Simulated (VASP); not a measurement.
# GaP (I-4m2) in VASP: further runs, part 2 of 2

VASP 6.6.1. The steps go on from the part before.

## (4) Single point, PBE (20.85 Å³/atom)

The input, INCAR:

```
SYSTEM = GaP
ALGO = Normal
EDIFF = 1E-6
ENCUT = 520
GGA = PE
ISIF = 2
ISMEAR = 0
LASPH = .TRUE.
LCHARG = .FALSE.
LREAL = .FALSE.
LWAVE = .FALSE.
NBANDS = 16
NELM = 60
PREC = Accurate
SIGMA = 0.05
```

The input, KPOINTS:

```
k-points
0
G
  10 10 10
  0 0 0
```

The input, POSCAR:

```
GaP
1.0
    0.0000000000      2.8523796583      2.7039336983
    2.7039336983      0.0000000000      2.7039336983
    2.7039336983      2.8523796583      0.0000000000
Ga P
1 1
Direct
    0.0000000000      0.0000000000      0.0000000000
    0.7500000000      0.7500000000      0.7500000000
```

On the command line:

```console
cat potpaw_PBE.64/Ga_d/POTCAR potpaw_PBE.64/P/POTCAR > POTCAR
mpirun -np 1 vasp_std > vasp.out
```

Run time: 75 s. Hardware: 1 thread of AMD EPYC 7R13, shared host; peak memory 0.18 GiB.

It converged, with:

- Free energy: -9.1084 eV
- Pressure: -0.1 GPa
- Band gap on the k mesh: 1.40 eV (least direct gap 1.45 eV)

Stress tensor (GPa, compression positive):
```
 1.35  0.00  0.00
 0.00 -2.91  0.00
 0.00  0.00  1.35
```

Levels at points of the mesh, in eV from the valence-band top:
| k point | band 7 | band 8 | band 9 | band 10 | band 11 | band 12 |
| --- | --- | --- | --- | --- | --- | --- |
| (0.00, 0.00, 0.00) | -0.32 | 0.00 | 0.00 | 1.45 | 3.77 | 3.77 |
| (0.50, 0.00, 0.00) | -6.56 | -1.40 | -0.96 | 1.42 | 4.50 | 4.82 |
| (0.50, 0.50, 0.00) | -6.60 | -2.81 | -2.78 | 1.50 | 1.58 | 10.08 |
| (0.50, 0.00, 0.50) | -6.94 | -2.44 | -2.44 | 1.86 | 2.08 | 10.27 |

A k mesh can miss the band edges. As with any semilocal functional, this PBE gap is likely too small.

## (5) Single point, PBE (21.41 Å³/atom)

This run uses another cell than the first one, of 21.41 Å³/atom.

The input, INCAR:

```
SYSTEM = GaP
PREC = Accurate
ENCUT = 520
EDIFF = 1E-6
ISMEAR = 0
SIGMA = 0.05
LREAL = .False.
LASPH = .True.
NELM = 60
ALGO = Normal
ISIF = 2
LWAVE = .False.
LCHARG = .True.
GGA = PE
LELF = .True.
LVHAR = .True.
NBANDS = 16
```

The input, KPOINTS:

```
Automatic mesh
0
Gamma
  10 10 10
  0 0 0
```

The input, POSCAR:

```
GaP
1.0
    0.0000000000      2.8267504500      2.7521667315
    2.7521667315      0.0000000000      2.7521667315
    2.7521667315      2.8267504500      0.0000000000
Ga P
1 1
Direct
    0.0000000000      0.0000000000      0.0000000000
    0.7500000000      0.7500000000      0.7500000000
```

Potentials or basis: VASP PAW PBE potentials, release 64 (Ga_d, P).

On the command line:

```console
cat potpaw_PBE.64/Ga_d/POTCAR potpaw_PBE.64/P/POTCAR > POTCAR
mpirun -np 1 vasp_std > vasp.out
```

OUTCAR:

```text
SYSTEM = GaP
   PREC = Accurate
   ENCUT = 520
   EDIFF = 1E-6
   ISMEAR = 0
   LREAL = .False.
   LASPH = .True.
   NELM = 60
   ISIF = 2
   GGA = PE

 ion  position               nearest neighbor table
   1  0.000  0.000  0.000-   2 2.41   2 2.41   2 2.41   2 2.41
   2  0.750  0.750  0.750-   1 2.41   1 2.41   1 2.41   1 2.41

  LATTYP: Found a body centered tetragonal cell.
 ALAT       =     3.8921515176
 C/A-ratio  =     1.4525387500

  Lattice vectors:

 A1 = (   0.0000000000,  -2.8267504500,   2.7521667315)
 A2 = (   0.0000000000,  -2.8267504500,  -2.7521667315)
 A3 = (   2.7521667315,   2.8267504500,   0.0000000000)

Analysis of symmetry for initial positions (statically):
=====================================================================
 Subroutine PRICEL returns:
 Original cell was already a primitive cell.

 Routine SETGRP: Setting up the symmetry group for a
 body centered tetragonal supercell.

 Subroutine GETGRP returns: Found  8 space group operations
 (whereof  8 operations were pure point group operations)
 out of a pool of 16 trial point group operations.

The static configuration has the point symmetry D_2d.

Analysis of symmetry for dynamics (positions and initial velocities):
=====================================================================
 Subroutine PRICEL returns:
 Original cell was already a primitive cell.

 Routine SETGRP: Setting up the symmetry group for a
 body centered tetragonal supercell.

 Subroutine GETGRP returns: Found  8 space group operations
 (whereof  8 operations were pure point group operations)
 out of a pool of 16 trial point group operations.

The dynamic configuration has the point symmetry D_2d.

 Subroutine INISYM returns: Found  8 space group operations
 (whereof  8 operations are pure point group operations),
 and found     1 'primitive' translations

----------------------------------------------------------------------------------------

                                     Primitive cell

  volume of cell :      42.8220

  direct lattice vectors                    reciprocal lattice vectors
     0.000000000  2.826750450  2.752166732    -0.181675040  0.176881550  0.181675040
     2.752166732  0.000000000  2.752166732     0.181675040 -0.176881550  0.181675040
     2.752166732  2.826750450  0.000000000     0.181675040  0.176881550 -0.181675040

  length of vectors
     3.945242683  3.892151518  3.945242683     0.311927432  0.311927432  0.311927432

  position of ions in fractional coordinates (direct lattice)
     0.000000000  0.000000000  0.000000000
     0.750000000  0.750000000  0.750000000

  ion indices of the primitive-cell ions
   primitive index   ion index
                 1           1
                 2           2

----------------------------------------------------------------------------------------

 KPOINTS: Automatic mesh

Automatic generation of k-mesh.
 Grid dimensions read from file:
 generate k-points for:   10   10   10

 Generating k-lattice:

  Cartesian coordinates                     Fractional coordinates (reciprocal lattice)
    -0.018167504  0.017688155  0.018167504     0.100000000  0.000000000 -0.000000000
     0.018167504 -0.017688155  0.018167504     0.000000000  0.100000000  0.000000000
     0.018167504  0.017688155 -0.018167504    -0.000000000  0.000000000  0.100000000

  Length of vectors
     0.031192743  0.031192743  0.031192743

  Shift w.r.t. Gamma in fractional coordinates (k-lattice)
     0.000000000  0.000000000  0.000000000

 Subroutine IBZKPT returns following result:
 ===========================================

 Found    102 irreducible k-points:

 Following reciprocal coordinates:
            Coordinates               Weight
  0.000000  0.000000  0.000000      1.000000
  0.100000  0.000000 -0.000000      8.000000
  0.200000  0.000000 -0.000000      8.000000
  0.300000  0.000000  0.000000      8.000000
  0.400000  0.000000 -0.000000      8.000000
  0.500000  0.000000  0.000000      4.000000
[... 16 lines left out ...]
  0.300000  0.300000  0.000000      4.000000
  0.400000  0.300000  0.000000     16.000000
 [... further k-points ...]
   k-points           NKPTS =    102   k-points in BZ     NKDIM =    102   number of bands    NBANDS=     16
   number of dos      NEDOS =    301   number of ions     NIONS =      2
   total plane-waves  NPLWV =  27000
   dimension x,y,z NGX =    30 NGY =   30 NGZ =   30
   dimension x,y,z NGXF=    60 NGYF=   60 NGZF=   60
   ions per type =               1   1
   NGX,Y,Z   is equivalent  to a cutoff of  12.64, 12.81, 12.64 a.u.
   NGXF,Y,Z  is equivalent  to a cutoff of  25.28, 25.63, 25.28 a.u.
 SYSTEM =  GaP
   PREC   = accura    normal or accurate (medium, high low for compatibility)
   ISTART =      0    job   : 0-new  1-cont  2-samecut
   ICHARG =      2    charge: 1-file 2-atom 10-const
   ISPIN  =      1    spin polarized calculation?
   LNONCOLLINEAR =      F non collinear calculations
   LSORBIT =      F    spin-orbit coupling
   LASPH  =      T    aspherical Exc in radial PAW
   ENCUT  =  520.0 eV  38.22 Ry    6.18 a.u.   7.34  7.24  7.34*2*pi/ulx,y,z
   NELM   =     60;   NELMIN=  2; NELMDL= -5     # of ELM steps
   EDIFF  = 0.1E-05   stopping-criterion for ELM
   LREAL  =      F    real-space projection
   EDIFFG = 0.1E-04   stopping-criterion for IOM
   NSW    =      0    number of steps for IOM
   IBRION =     -1    ionic relax: 0-MD 1-quasi-New 2-CG
   NFREE  =      0    steps in history (QN), initial steepest desc. (CG)
   ISIF   =      2    stress and relaxation
   ISYM   =      2    0-nonsym 1-usesym 2-fastsym
   POTIM  = 0.5000    time-step for ionic-motion
   TEBEG  =    0.0;   TEEND  =   0.0 temperature during run
   PSTRESS=    0.0 pullay stress
   NELECT =      18.0000    total number of electrons
   NUPDOWN=      -1.0000    fix difference up-down
   EMIN   =  10.00;   EMAX   =-10.00  energy-range for DOS
   EFERMI =   0.00;   METHOD = LEGACY
   ISMEAR =     0;   SIGMA  =   0.05  broadening in eV -4-tet -1-fermi 0-gaus
   EFERMI_NEDOS =   21; number of points for ismear=-14 and -15
   IALGO  =     38    algorithm
   IMIX   =      4    mixing-type and parameters
     AMIX     =   0.40;   BMIX     =  1.00
     AMIX_MAG =   1.60;   BMIX_MAG =  1.00
  volume/ion in A,a.u.               =      21.41       144.49
  Fermi-wavevector in a.u.,A,eV,Ry     =   1.226338  2.317442 20.461852  1.503904
  Thomas-Fermi vector in A             =   2.361342
   LORBIT       =      0    0 simple, 1 ext, 2 COOP (PROOUT), +10 PAW based schemes
   GGA     = PE    functional components
   LHFCALC =     F    Hartree Fock is set to
   AEXX    =    0.0000 exact exchange contribution
   IVDW    =     0    specifies the selected vdW correction
   LEPSILON=     F    determine dielectric tensor
   LRPA    =     F    only Hartree local field effects (RPA)
 non-spin polarized calculation
 Gauss-broadening in eV      SIGMA  =   0.05
  energy-cutoff  :      520.00
  volume of cell :       42.82
 maximum number of plane-waves:      1179
 NGX is ok and might be reduce to    30
   NGX = 15   NGY = 15   NGZ = 15

 number of electron      18.0000011 magnetization

 Free energy of the ion-electron system (eV)
  ---------------------------------------------------
  ext. energy  EPLUGINS =         0.00000000
  ---------------------------------------------------
  free energy    TOTEN  =        -9.11642837 eV

  energy without entropy =       -9.11642837  energy(sigma->0) =       -9.11642837

 E-fermi :   4.4197     XC(G=0):  -9.5805

 val. band max:        4.1443208570   @ k =   0.0000   0.0000   0.0000
 cond. band min:       5.4551493161   @ k =   0.0000   0.0000   0.0000
 fundamental gap:      1.3108284591
 Fermi energy:         4.4197330945

 k-point     1 :       0.0000    0.0000    0.0000
  band No.  band energies     occupation
      1     -10.3774      2.00000
      2     -10.3692      2.00000
      3     -10.3692      2.00000
      4     -10.2910      2.00000
      5     -10.2861      2.00000
      6      -7.9871      2.00000
[... 8 lines left out ...]
     15      13.5637      0.00000
     16      14.0380      0.00000
[... 419 lines left out ...]
 k-point    24 :       0.4000    0.3000    0.0000
  band No.  band energies     occupation
      1     -10.4493      2.00000
      2     -10.3338      2.00000
      3     -10.3310      2.00000
      4     -10.3104      2.00000
      5     -10.2727      2.00000
      6      -6.1330      2.00000
[... 8 lines left out ...]
     15      15.6671      0.00000
     16      17.5000      0.00000

 [... further k-points ...]

------------------------ aborting loop because EDIFF is reached ----------------------------------------

  FORCE on cell =-STRESS in cart. coord.  units (eV):
  Direction    XX          YY          ZZ          XY          YZ          ZX
  --------------------------------------------------------------------------------------
  -------------------------------------------------------------------------------------
  Total       -0.3353446     -0.8756214     -0.3353446      0.0000000      0.0000000      0.0000000
  in kB      -12.5468585    -32.7612164    -12.5468585      0.0000000      0.0000000      0.0000000
  external PRESSURE =     -19.2849778 kB  Pullay stress =       0.0000000 kB

 VOLUME and BASIS-vectors are now :
 -----------------------------------------------------------------------------
  energy-cutoff  :      520.00
  volume of cell :       42.82
      direct lattice vectors                 reciprocal lattice vectors
     0.000000000  2.826750450  2.752166732    -0.181675040  0.176881550  0.181675040
     2.752166732  0.000000000  2.752166732     0.181675040 -0.176881550  0.181675040
     2.752166732  2.826750450  0.000000000     0.181675040  0.176881550 -0.181675040

 POSITION                                       TOTAL-FORCE (eV/Angst)
 -----------------------------------------------------------------------------------
      0.00000      0.00000      0.00000         0.000000      0.000000      0.000000
      4.12825      4.24013      4.12825        -0.000000      0.000000     -0.000000
 -----------------------------------------------------------------------------------
    total drift:                               -0.000001     -0.000003     -0.000001

  FREE ENERGIE OF THE ION-ELECTRON SYSTEM (eV)
  ---------------------------------------------------
  free  energy   TOTEN  =        -9.1164283663 eV

  energy  without entropy=       -9.1164283663  energy(sigma->0) =       -9.11642837
```

OSZICAR:

```text
N       E                     dE             d eps       ncg     rms          rms(c)
DAV:   1     0.818908313644E+02    0.81891E+02   -0.89949E+03  3360   0.157E+03
DAV:   2    -0.290389768174E+01   -0.84795E+02   -0.80920E+02  3696   0.315E+02
DAV:   3    -0.926294211656E+01   -0.63590E+01   -0.63378E+01  4088   0.658E+01
DAV:   4    -0.936800816714E+01   -0.10507E+00   -0.10504E+00  4056   0.920E+00
DAV:   5    -0.936998189948E+01   -0.19737E-02   -0.19736E-02  4328   0.110E+00    0.399E+00
DAV:   6    -0.913824264211E+01    0.23174E+00   -0.37763E-01  5096   0.983E+00    0.261E+00
DAV:   7    -0.911551405710E+01    0.22729E-01   -0.84911E-02  4248   0.188E+00    0.107E+00
DAV:   8    -0.911586416008E+01   -0.35010E-03   -0.12458E-02  3880   0.133E+00    0.157E-01
DAV:   9    -0.911627278342E+01   -0.40862E-03   -0.12845E-03  4160   0.507E-01    0.844E-02
DAV:  10    -0.911635264531E+01   -0.79862E-04   -0.11118E-04  4952   0.103E-01    0.435E-02
DAV:  11    -0.911642878508E+01   -0.76140E-04   -0.10690E-04  3952   0.859E-02    0.531E-03
DAV:  12    -0.911642836634E+01    0.41875E-06   -0.30981E-06  3880   0.221E-02
   1 F= -.91164284E+01 E0= -.91164284E+01  d E =-.375475E-17
```

Wall time 75 s (1 thread of AMD EPYC 7R13, shared host); peak memory 0.19 GiB.

What came out:

```yaml
Free_energy: -9.1164 eV
Pressure: -1.9 GPa
Band_gap_on_the_k_mesh: 1.31 eV
```

## (6) The runs side by side

```csv
cell,gap on the mesh (eV),pressure (GPa)
"a = 3.876, b = 3.928 Å, angles 59.6, 60.9, 59.6°, 2 atoms",1.40,0.0
"a = 3.911, b = 3.858 Å, angles 60.4, 59.1, 60.4°, 2 atoms",1.52,0.0
"a = 3.930, b = 3.824 Å, angles 60.9, 58.2, 60.9°, 2 atoms",1.40,-0.1
"a = 3.945, b = 3.892 Å, angles 60.4, 59.1, 60.4°, 2 atoms",1.31,-1.9
```

Alike in all rows: task single point; level PBE; potentials or basis VASP PAW PBE potentials, release 64 (Ga_d, P); no spin polarisation; k mesh 10 × 10 × 10; cutoff (eV) 520; smearing gaussian 0.05 eV.

Absolute energies hang on the potentials; compare differences alone.
